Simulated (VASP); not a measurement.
Runs of VASP 6.6.1 on SiC (base). The structure is that of space group F-43m (No. 216), or close to it. The cells are those of the table. 

```tsv
task	cell	k mesh	smearing	gap on the mesh (eV)	pressure (GPa)	relaxed volume (Å³/atom)
single point	a = 3.081 Å, angles 60.0°, 2 atoms	10 × 10 × 10	gaussian 0.02 eV	1.23	(a)	-
relaxation of cell and atoms	relaxed from a = 3.186 Å, angles 60.0°, 2 atoms	8 × 8 × 8	gaussian 0.1 eV	1.23	-0.3	10.36
single point	a = 3.186 Å, angles 60.0°, 2 atoms	8 × 8 × 8	gaussian 0.1 eV	1.32	-18.1	-
relaxation of cell and atoms	relaxed from a = 3.082 Å, angles 60.0°, 2 atoms	10 × 10 × 10	gaussian 0.02 eV	1.23	0.0	10.35
single point	a = 3.082 Å, angles 60.0°, 2 atoms	8 × 8 × 8	gaussian 0.1 eV	1.23	(b)	-
```

Alike in all rows: level PBEsol; potentials or basis VASP PAW PBE potentials, release 64 (C, Si); no spin polarisation; cutoff (eV) 600.

**Question.** Estimate the missing entries.

**Answer.** (a) 0.2; (b) -0.1.

Caveats: the PAW data sets were made with another functional, which shifts forces and pressure a little.

A k mesh can miss the band edges.
